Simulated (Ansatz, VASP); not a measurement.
RbBr: VASP beside Ansatz

```
Rb Br
1.0
     0.00000    3.15330    3.29040
     3.15330    0.00000    3.29040
     3.15330    3.15330    0.00000
Rb Br
1 1
Direct
  0.00000 0.00000 0.00000
  0.50000 0.50000 0.50000
```

Change from the starting cell: strain -0.080 along x and y, -0.040 along z, atoms carried along.

Alike in both runs: task single point; functional LDA; k mesh 6 × 6 × 6; occupations gaussian, width 0.05 eV; no spin polarisation.

|  | VASP | Ansatz |
| --- | --- | --- |
| version | VASP 6.6.1 | Ansatz 0.2.0 |
| potentials or method | VASP PAW LDA potentials, release 64 (Rb_sv, Br), cutoff 520 eV | scalar-relativistic, plane waves, PAW |
| valence electrons in the cell | 16 | 16 |

Ansatz gave:

```
gap on the k mesh at the Fermi level (eV)                     : 4.46
least direct gap on the mesh (eV)                             : 4.46
pressure (GPa)                                                : 3.3
traceless stress, the component that is largest in VASP (GPa) : -2.03
```

Q: Estimate VASP's values.

A: gap on the k mesh at the Fermi level (eV): 4.47; least direct gap on the mesh (eV): 4.47; pressure (GPa): 3.4; traceless stress, the component that is largest in VASP (GPa): -2.07.

LDA's correlation is that of Perdew and Zunger in VASP and of Perdew and Wang (1992) in Ansatz.
